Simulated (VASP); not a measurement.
Write the native input for VASP 6.6.1 that does the following.

- Task: single point
- Functional: PBE
- Potentials or basis: VASP PAW PBE potentials, release 64 (In_d, As)
- Cutoff: 520 eV
- k mesh: 8 × 8 × 8
- Occupations: gaussian, width 0.1 eV
- Spin: no spin polarisation
- Dipole correction: no
- Further INCAR settings: ALGO = Normal; EDIFF = 1e-07; NBANDS = 28

The structure of In2As3 lies in POSCAR:

```
In2As3
1.0
    5.3086610873      0.0000000000      0.0000000000
    0.0000000000      5.3086610873      0.0000000000
    0.0000000000      0.0000000000      5.3086610873
In As
2 3
Direct
    0.5000000000      0.5000000000      0.5000000000
    0.0000000000      0.0000000000      0.0000000000
    0.0000000000      0.5000000000      0.5000000000
    0.5000000000      0.0000000000      0.5000000000
    0.5000000000      0.5000000000      0.0000000000
```

The cell was generated, and may not be a known phase.

One way to write it, as run:

INCAR

```
  PREC = Accurate
  ENCUT = 520
  EDIFF = 1E-7
  ISMEAR = 0
  SIGMA = 0.1
  LREAL = False
  LASPH = True
  NELM = 60
  ALGO = Normal
  ISIF = 2
  LWAVE = False
  LCHARG = False
  GGA = PE
  NBANDS = 28
```

KPOINTS

```
regular mesh
0
Gamma
  8 8 8
```

Potentials or basis: VASP PAW PBE potentials, release 64 (In_d, As).

Launch:

```sh
$ cat potpaw_PBE.64/In_d/POTCAR potpaw_PBE.64/As/POTCAR > POTCAR
$ mpirun -np 1 vasp_std > vasp.out
```

It gave:

* Pressure: 0.1 GPa
* Band gap on the k mesh: zero (an odd number of electrons rules out a gap without spin polarisation)

Caveat: spin-orbit coupling is left out, which moves the levels of the heavy elements.

Run time: 2.9 min on 1 thread of Intel Xeon 8259CL, with other jobs on the host, peak memory 0.31 GiB.
